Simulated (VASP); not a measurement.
Input of a VASP 6.6.1 run:

File INCAR:

```
SYSTEM = MnSb
PREC = Accurate
ENCUT = 520
EDIFF = 1E-6
ISMEAR = -1
SIGMA = 0.08
LREAL = .FALSE.
LASPH = .TRUE.
NELM = 100
ALGO = Normal
ISIF = 2
LWAVE = .FALSE.
LCHARG = .FALSE.
GGA = PE
NBANDS = 16
```

Contents of KPOINTS:

```
Automatic mesh
0
G
  12 12 12
  0 0 0
```

POSCAR

```
MnSb
1.0
    0.0000000000      2.6161074795      2.6161074795
    2.6161074795      0.0000000000      2.6161074795
    2.6161074795      2.6161074795      0.0000000000
Mn Sb
1 1
Direct
    0.0000000000      0.0000000000      0.0000000000
    0.5000000000      0.5000000000      0.5000000000
```

Potentials or basis: VASP PAW PBE potentials, release 64 (Mn_pv, Sb).

Command:

```console
$ cat potpaw_PBE.64/Mn_pv/POTCAR potpaw_PBE.64/Sb/POTCAR > POTCAR
$ mpirun -np 1 vasp_std > vasp.out
```

(1) Predict the band gap on the k mesh.

(2) Estimate the pressure.

Results:

(1) zero (filled and empty bands touch).

(2) 1.0 GPa.

Caveat: spin-orbit coupling is left out, which moves the levels of the heavy elements.
